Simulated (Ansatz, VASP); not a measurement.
# One calculation of Cr, two programs

```xyz
1
Lattice="-1.4150 1.4150 1.4150 1.4150 -1.4150 1.4150 1.4150 1.4150 -1.4150" Properties=species:S:1:pos:R:3 pbc="T T T"
Cr    0.0000    0.0000    0.0000
```

Alike in both runs: task single point; functional r2SCAN; k mesh 15 × 15 × 15; occupations methfessel-paxton of order 1, width 1 eV; no spin polarisation.

|  | VASP | Ansatz |
| --- | --- | --- |
| version | VASP 6.6.1 | Ansatz 0.2.0 |
| potentials or method | VASP PAW PBE potentials, release 64 (Cr_pv), cutoff 550 eV | plane waves (500 eV) with PAW, scalar-relativistic |
| valence electrons in the cell | 12 | 14 |

VASP gave:

- pressure (GPa): -1.7

Question: Estimate Ansatz's values.

Answer: Pressure (GPa): -2.2.

VASP's potentials were made for PBE, not for r2SCAN. VASP's potentials hold 12 valence electrons a cell and Ansatz's 14, so a difference there can come from the potentials and not from the codes.
